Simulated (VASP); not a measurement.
Wanted: the native input for a VASP 6.6.1 run.

| Property | Result |
| --- | --- |
| Task | single point |
| Functional | PBEsol |
| Potentials or basis | VASP PAW PBE potentials, release 64 (Cu) |
| Cutoff | 520 eV |
| k mesh | 30 × 30 × 30 |
| Occupations | gaussian, width 0.15 eV |
| Spin | no spin polarisation |
| Dipole correction | no |
| Further INCAR settings | ALGO = Fast; EDIFF = 1e-06; NBANDS = 12 |

The structure of Cu lies in POSCAR:

```
Cu
1.0
   -1.4654918376      1.4450917296      1.3816835750
    1.4246916216     -1.4450917296      1.3383308232
    1.4654918376      1.4450917296     -1.3816835750
Cu
1
Direct
    0.0000000000      0.0000000000      0.0000000000
```

This cell differs from its parent crystal: strain -0.0300 x Voigt [0, 0, 0, 0, 1, 0].

The input as run:

INCAR

```
ALGO = Fast ; EDIFF = 1E-6
ENCUT = 520 ; GGA = PS
ISIF = 2 ; ISMEAR = 0
LASPH = T ; LCHARG = T
LELF = T ; LREAL = F
LVHAR = T ; LWAVE = F
NBANDS = 12 ; NELM = 100
PREC = Accurate ; SIGMA = 0.15
```

KPOINTS

```
k-points
0
Gamma
  30 30 30
```

Potentials or basis: VASP PAW PBE potentials, release 64 (Cu).

The run is started by

```sh
$ cat potpaw_PBE.64/Cu/POTCAR > POTCAR
$ mpirun -np 1 vasp_std > vasp.out
```

Results of the run:

The pressure is 1.0 GPa.

Caveat: the cell differs from its parent crystal (strain -0.0300 x Voigt [0, 0, 0, 0, 1, 0]); the PAW data sets were made with another functional, which shifts forces and pressure a little.

It took 5.2 min on 1 thread of Intel(R) Xeon(R) 6975P-C (Granite Rapids), with other jobs on the host, peak memory 0.97 GiB.
